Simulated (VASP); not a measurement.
Ga, 2 atoms in the cell. The structure is hexagonal, space group P6_3/mmc (No. 194). Conventional cell: a = 2.956 Å, b = 2.956 Å, c = 4.780 Å, α = 90.00°, β = 90.00°, γ = 120.00°. Ga (site symmetry -6m2) has 12 Ga at 2.94 to 2.96 Å within 3.9 Å. This isn't the form of Ga at room conditions, which is orthorhombic.

```yaml
Program: VASP 6.6.1
Task: single point
Functional: PBE
Dispersion: D3(BJ)
Potentials_or_basis: VASP PAW PBE potentials, release 64 (Ga_d)
Cutoff: 500 eV
k_mesh: 15 × 15 × 10
Occupations: gaussian, width 0.1 eV
Spin: no spin polarisation
Dipole_correction: no
Further_INCAR_settings: ALGO = Normal; EDIFF = 1e-06; NBANDS = 20
```

Potentials or basis: VASP PAW PBE potentials, release 64 (Ga_d).

Command:

```sh
$ cat potpaw_PBE.64/Ga_d/POTCAR > POTCAR
$ mpirun -np 1 vasp_std > vasp.out
```

Hardware: 1 thread of Intel Xeon 8259CL, on a shared host.

Question: Estimate the wall time of this run.

Answer: Run time: 82 s on 1 thread of Intel Xeon 8259CL, on a shared host, peak memory 0.23 GiB. Counts: scf iterations 11, k points 162.
